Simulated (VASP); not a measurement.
# InSb (F-43m) in VASP: notebook

The runs below take InSb through single point, with PBEsol.

All numbers are computed with VASP 6.6.1; they aren't measurements. Logs are shortened: lines on timing, memory, paths and dates and some standing lists are left out, and cuts for length are marked.

**What was measured.**

“Electronic Structure and Epitaxy of CdTe Shells on InSb Nanowires”, 2021, arxiv:2111.05126 quotes, for a bulk crystal of InSb: band gap 0.24 eV.

The runs below are set against these values where they give the same quantity.

### Step 1. The cell of the first run

It takes space group F-43m (No. 216, cubic). The conventional cell has a = 6.520 Å, b = 6.520 Å, c = 6.520 Å, α = 90.00°, β = 90.00°, γ = 90.00°. In (site symmetry -43m) has 4 Sb at 2.82 Å within 3.7 Å. Sb (site symmetry -43m) has 4 In at 2.82 Å within 3.7 Å.

### Step 2. Single point, PBEsol

INCAR reads:

```
  PREC = Accurate
  ENCUT = 520
  EDIFF = 1E-7
  ISMEAR = -1
  SIGMA = 0.15
  LREAL = False
  LASPH = True
  NELM = 80
  ALGO = Normal
  ISIF = 2
  LWAVE = False
  LCHARG = False
  GGA = PS
  NBANDS = 16
```

KPOINTS reads:

```
Automatic mesh
0
Gamma
  12 12 12
```

POSCAR reads:

```
InSb
1.0
    0.0000000000      3.2599290597      3.2599290597
    3.2599290597      0.0000000000      3.2599290597
    3.2599290597      3.2599290597      0.0000000000
In Sb
1 1
Direct
    0.0000000000      0.0000000000      0.0000000000
    0.7500000000      0.7500000000      0.7500000000
```

Potentials or basis: VASP PAW PBE potentials, release 64 (In_d, Sb).

Launch:

```sh
cat potpaw_PBE.64/In_d/POTCAR potpaw_PBE.64/Sb/POTCAR > POTCAR
mpirun -np 1 vasp_std > vasp.out
```

OUTCAR:

```text
PREC = Accurate
   ENCUT = 520
   EDIFF = 1E-7
   ISMEAR = -1
   LREAL = False
   LASPH = True
   NELM = 80
   ISIF = 2
   GGA = PS

 ion  position               nearest neighbor table
   1  0.000  0.000  0.000-   2 2.82   2 2.82   2 2.82   2 2.82
   2  0.750  0.750  0.750-   1 2.82   1 2.82   1 2.82   1 2.82

  LATTYP: Found a face centered cubic cell.
 ALAT       =     6.5198581194

  Lattice vectors:

 A1 = (   0.0000000000,   3.2599290597,   3.2599290597)
 A2 = (   3.2599290597,   0.0000000000,   3.2599290597)
 A3 = (   3.2599290597,   3.2599290597,   0.0000000000)

Analysis of symmetry for initial positions (statically):
=====================================================================
 Subroutine PRICEL returns:
 Original cell was already a primitive cell.

 Routine SETGRP: Setting up the symmetry group for a
 face centered cubic supercell.

 Subroutine GETGRP returns: Found 24 space group operations
 (whereof 24 operations were pure point group operations)
 out of a pool of 48 trial point group operations.

The static configuration has the point symmetry T_d .

Analysis of symmetry for dynamics (positions and initial velocities):
=====================================================================
 Subroutine PRICEL returns:
 Original cell was already a primitive cell.

 Routine SETGRP: Setting up the symmetry group for a
 face centered cubic supercell.

 Subroutine GETGRP returns: Found 24 space group operations
 (whereof 24 operations were pure point group operations)
 out of a pool of 48 trial point group operations.

The dynamic configuration has the point symmetry T_d .

 Subroutine INISYM returns: Found 24 space group operations
 (whereof 24 operations are pure point group operations),
 and found     1 'primitive' translations

----------------------------------------------------------------------------------------

                                     Primitive cell

  volume of cell :      69.2874

  direct lattice vectors                    reciprocal lattice vectors
     0.000000000  3.259929060  3.259929060    -0.153377571  0.153377571  0.153377571
     3.259929060  0.000000000  3.259929060     0.153377571 -0.153377571  0.153377571
     3.259929060  3.259929060  0.000000000     0.153377571  0.153377571 -0.153377571

  length of vectors
     4.610235889  4.610235889  4.610235889     0.265657745  0.265657745  0.265657745

  position of ions in fractional coordinates (direct lattice)
     0.000000000  0.000000000  0.000000000
     0.750000000  0.750000000  0.750000000

  ion indices of the primitive-cell ions
   primitive index   ion index
                 1           1
                 2           2

----------------------------------------------------------------------------------------

 KPOINTS: Automatic mesh

Automatic generation of k-mesh.
 Grid dimensions read from file:
 generate k-points for:   12   12   12

 Generating k-lattice:

  Cartesian coordinates                     Fractional coordinates (reciprocal lattice)
    -0.012781464  0.012781464  0.012781464     0.083333333  0.000000000  0.000000000
     0.012781464 -0.012781464  0.012781464     0.000000000  0.083333333  0.000000000
     0.012781464  0.012781464 -0.012781464     0.000000000  0.000000000  0.083333333

  Length of vectors
     0.022138145  0.022138145  0.022138145

  Shift w.r.t. Gamma in fractional coordinates (k-lattice)
     0.000000000  0.000000000  0.000000000

 Subroutine IBZKPT returns following result:
 ===========================================

 Found     72 irreducible k-points:

 Following reciprocal coordinates:
            Coordinates               Weight
  0.000000  0.000000  0.000000      1.000000
  0.083333  0.000000  0.000000      8.000000
  0.166667  0.000000  0.000000      8.000000
  0.250000  0.000000  0.000000      8.000000
  0.333333  0.000000  0.000000      8.000000
  0.416667  0.000000  0.000000      8.000000
[... 16 lines left out ...]
  0.500000  0.166667  0.000000     24.000000
 -0.416667  0.166667  0.000000     24.000000
 [... further k-points ...]
   k-points           NKPTS =     72   k-points in BZ     NKDIM =     72   number of bands    NBANDS=     16
   number of dos      NEDOS =    301   number of ions     NIONS =      2
   total plane-waves  NPLWV =  46656
   dimension x,y,z NGX =    36 NGY =   36 NGZ =   36
   dimension x,y,z NGXF=    72 NGYF=   72 NGZF=   72
   ions per type =               1   1
   NGX,Y,Z   is equivalent  to a cutoff of  12.98, 12.98, 12.98 a.u.
   NGXF,Y,Z  is equivalent  to a cutoff of  25.96, 25.96, 25.96 a.u.
 SYSTEM =  unknown system
   PREC   = accura    normal or accurate (medium, high low for compatibility)
   ISTART =      0    job   : 0-new  1-cont  2-samecut
   ICHARG =      2    charge: 1-file 2-atom 10-const
   ISPIN  =      1    spin polarized calculation?
   LNONCOLLINEAR =      F non collinear calculations
   LSORBIT =      F    spin-orbit coupling
   LASPH  =      T    aspherical Exc in radial PAW
   ENCUT  =  520.0 eV  38.22 Ry    6.18 a.u.   8.57  8.57  8.57*2*pi/ulx,y,z
   NELM   =     80;   NELMIN=  2; NELMDL= -5     # of ELM steps
   EDIFF  = 0.1E-06   stopping-criterion for ELM
   LREAL  =      F    real-space projection
   EDIFFG = 0.1E-05   stopping-criterion for IOM
   NSW    =      0    number of steps for IOM
   IBRION =     -1    ionic relax: 0-MD 1-quasi-New 2-CG
   NFREE  =      0    steps in history (QN), initial steepest desc. (CG)
   ISIF   =      2    stress and relaxation
   ISYM   =      2    0-nonsym 1-usesym 2-fastsym
   POTIM  = 0.5000    time-step for ionic-motion
   TEBEG  =    0.0;   TEEND  =   0.0 temperature during run
   PSTRESS=    0.0 pullay stress
   NELECT =      18.0000    total number of electrons
   NUPDOWN=      -1.0000    fix difference up-down
   EMIN   =  10.00;   EMAX   =-10.00  energy-range for DOS
   EFERMI =   0.00;   METHOD = LEGACY
   ISMEAR =    -1;   SIGMA  =   0.15  broadening in eV -4-tet -1-fermi 0-gaus
   EFERMI_NEDOS =   21; number of points for ismear=-14 and -15
   IALGO  =     38    algorithm
   IMIX   =      4    mixing-type and parameters
     AMIX     =   0.40;   BMIX     =  1.00
     AMIX_MAG =   1.60;   BMIX_MAG =  1.00
  volume/ion in A,a.u.               =      34.64       233.79
  Fermi-wavevector in a.u.,A,eV,Ry     =   1.044594  1.973996 14.846359  1.091177
  Thomas-Fermi vector in A             =   2.179353
   LORBIT       =      0    0 simple, 1 ext, 2 COOP (PROOUT), +10 PAW based schemes
   GGA     = PS    functional components
   LHFCALC =     F    Hartree Fock is set to
   AEXX    =    0.0000 exact exchange contribution
   IVDW    =     0    specifies the selected vdW correction
   LEPSILON=     F    determine dielectric tensor
   LRPA    =     F    only Hartree local field effects (RPA)
 non-spin polarized calculation
  energy-cutoff  :      520.00
  volume of cell :       69.29
 maximum number of plane-waves:      1892
 NGX is ok and might be reduce to    36
   NGX = 17   NGY = 17   NGZ = 17

 number of electron      17.9999994 magnetization

 Free energy of the ion-electron system (eV)
  ---------------------------------------------------
  ext. energy  EPLUGINS =         0.00000000
  ---------------------------------------------------
  free energy    TOTEN  =        -7.70277271 eV

  energy without entropy =       -7.69572401  energy(sigma->0) =       -7.69924836

 E-fermi :   5.0035     XC(G=0):  -8.7896

 val. band max:        4.7632330988   @ k =   0.0000   0.0000   0.0000
 cond. band min:       5.2034433563   @ k =   0.5000   0.0000   0.0000
 fundamental gap:      0.4402102574
 Fermi energy:         5.0035166250

 k-point     1 :       0.0000    0.0000    0.0000
  band No.  band energies     occupation
      1      -9.7347      2.00000
      2      -9.7347      2.00000
      3      -9.7347      2.00000
      4      -9.6532      2.00000
      5      -9.6532      2.00000
      6      -5.8672      2.00000
[... 8 lines left out ...]
     15      13.0106      0.00000
     16      13.0106      0.00000

 k-point     2 :       0.0833    0.0000    0.0000
  band No.  band energies     occupation
      1      -9.7378      2.00000
      2      -9.7333      2.00000
      3      -9.7333      2.00000
      4      -9.6533      2.00000
      5      -9.6533      2.00000
      6      -5.8052      2.00000
[... 8 lines left out ...]
     15      12.4651      0.00000
     16      12.4651      0.00000

 k-point     3 :       0.1667    0.0000    0.0000
  band No.  band energies     occupation
      1      -9.7463      2.00000
      2      -9.7296      2.00000
      3      -9.7296      2.00000
      4      -9.6535      2.00000
      5      -9.6535      2.00000
      6      -5.6242      2.00000
[... 8 lines left out ...]
     15      12.0299      0.00000
     16      12.0299      0.00000

 k-point     4 :       0.2500    0.0000    0.0000
  band No.  band energies     occupation
      1      -9.7578      2.00000
      2      -9.7248      2.00000
      3      -9.7248      2.00000
      4      -9.6534      2.00000
      5      -9.6534      2.00000
      6      -5.3414      2.00000
[... 8 lines left out ...]
     15      11.9986      0.00000
     16      11.9986      0.00000
[... 324 lines left out ...]
 k-point    22 :       0.4167    0.1667    0.0000
  band No.  band energies     occupation
      1      -9.7819      2.00000
      2      -9.7141      2.00000
      3      -9.7115      2.00000
      4      -9.6585      2.00000
      5      -9.6495      2.00000
      6      -4.6940      2.00000
[... 8 lines left out ...]
     15      13.2393      0.00000
     16      13.9356      0.00000

 k-point    23 :       0.5000    0.1667    0.0000
  band No.  band energies     occupation
      1      -9.7858      2.00000
      2      -9.7130      2.00000
      3      -9.7103      2.00000
      4      -9.6567      2.00000
      5      -9.6503      2.00000
      6      -4.4316      2.00000
[... 8 lines left out ...]
     15      13.6198      0.00000
     16      13.9591      0.00000

 k-point    24 :      -0.4167    0.1667    0.0000
  band No.  band energies     occupation
      1      -9.7854      2.00000
      2      -9.7130      2.00000
      3      -9.7112      2.00000
      4      -9.6546      2.00000
      5      -9.6521      2.00000
      6      -4.3903      2.00000
[... 8 lines left out ...]
     15      12.9386      0.00000
     16      13.1979      0.00000

 [... further k-points ...]

------------------------ aborting loop because EDIFF is reached ----------------------------------------

  FORCE on cell =-STRESS in cart. coord.  units (eV):
  Direction    XX          YY          ZZ          XY          YZ          ZX
  --------------------------------------------------------------------------------------
  -------------------------------------------------------------------------------------
  Total        0.0106187      0.0106187      0.0106187      0.0000000      0.0000000      0.0000000
  in kB        0.2455438      0.2455438      0.2455438      0.0000000      0.0000000      0.0000000
  external PRESSURE =       0.2455438 kB  Pullay stress =       0.0000000 kB

 VOLUME and BASIS-vectors are now :
 -----------------------------------------------------------------------------
  energy-cutoff  :      520.00
  volume of cell :       69.29
      direct lattice vectors                 reciprocal lattice vectors
     0.000000000  3.259929060  3.259929060    -0.153377571  0.153377571  0.153377571
     3.259929060  0.000000000  3.259929060     0.153377571 -0.153377571  0.153377571
     3.259929060  3.259929060  0.000000000     0.153377571  0.153377571 -0.153377571

 POSITION                                       TOTAL-FORCE (eV/Angst)
 -----------------------------------------------------------------------------------
      0.00000      0.00000      0.00000        -0.000000      0.000000      0.000000
      4.88989      4.88989      4.88989         0.000000     -0.000000     -0.000000
 -----------------------------------------------------------------------------------
    total drift:                                0.000000      0.000000      0.000000

  FREE ENERGIE OF THE ION-ELECTRON SYSTEM (eV)
  ---------------------------------------------------
  free  energy   TOTEN  =        -7.7027727113 eV

  energy  without entropy=       -7.6957240109  energy(sigma->0) =       -7.69924836
```

Wall time 27 s (1 thread of Intel Xeon 6975P-C (Granite Rapids), shared host); peak memory 0.25 GiB.

Results:

* Free energy: -7.7028 eV
* Pressure: 0.0 GPa
* Band gap on the k mesh: zero (filled and empty bands touch)

Levels at points of the mesh, in eV from the Fermi level:
```csv
k point,band 6,band 7,band 8,band 9,band 10,band 11,band 12,band 13
"(0.00, 0.00, 0.00)",-10.87,-0.61,-0.24,-0.24,-0.24,2.69,2.69,2.69
"(0.50, 0.00, 0.00)",-9.54,-5.81,-1.22,-1.22,0.20,3.53,3.53,5.73
"(0.50, 0.50, 0.00)",-8.95,-6.11,-2.46,-2.46,1.04,1.05,7.77,7.77
```

Caveat: the PAW data sets were made with another functional, which shifts forces and pressure a little; spin-orbit coupling is left out, which moves the levels of the heavy elements.

### Step 3. Single point, PBEsol

INCAR reads:

```
SYSTEM = InSb
PREC = Accurate ; ENCUT = 520
EDIFF = 1E-6 ; ISMEAR = 0
SIGMA = 0.1 ; LREAL = .False.
LASPH = .True. ; NELM = 80
ALGO = Normal ; ISIF = 2
LWAVE = .False. ; LCHARG = .False.
GGA = PS ; NBANDS = 16
```

KPOINTS reads:

```
regular mesh
0
Gamma
  12 12 12
  0 0 0
```

POSCAR reads:

```
InSb
1.0
    0.0000000000      3.2599290654      3.2599290654
    3.2599290654      0.0000000000      3.2599290654
    3.2599290654      3.2599290654      0.0000000000
In Sb
1 1
Direct
    0.0000000000      0.0000000000      0.0000000000
    0.7500000000      0.7500000000      0.7500000000
```

Potentials or basis: VASP PAW PBE potentials, release 64 (In_d, Sb).

Launch:

```sh
cat potpaw_PBE.64/In_d/POTCAR potpaw_PBE.64/Sb/POTCAR > POTCAR
mpirun -np 1 vasp_std > vasp.out
```

Wall time 38 s (1 thread of Intel Xeon 6975P-C (Granite Rapids), shared host); peak memory 0.25 GiB.

It converged, with:

| Quantity | Value |
| --- | --- |
| Free energy | -7.7008 eV |
| Pressure | 0.0 GPa |
| Band gap on the k mesh | zero (filled and empty bands touch) |

Levels at points of the mesh, in eV from the Fermi level:
| k point | band 7 | band 8 | band 9 | band 10 | band 11 | band 12 |
| --- | --- | --- | --- | --- | --- | --- |
| (0.00, 0.00, 0.00) | -0.42 | -0.06 | -0.06 | -0.06 | 2.88 | 2.88 |
| (0.50, 0.00, 0.00) | -5.63 | -1.04 | -1.04 | 0.38 | 3.72 | 3.72 |
| (0.50, 0.50, 0.00) | -5.92 | -2.27 | -2.27 | 1.22 | 1.23 | 7.96 |

Caveat: the PAW data sets were made with another functional, which shifts forces and pressure a little; spin-orbit coupling is left out, which moves the levels of the heavy elements.

[end of part 1 of 2]
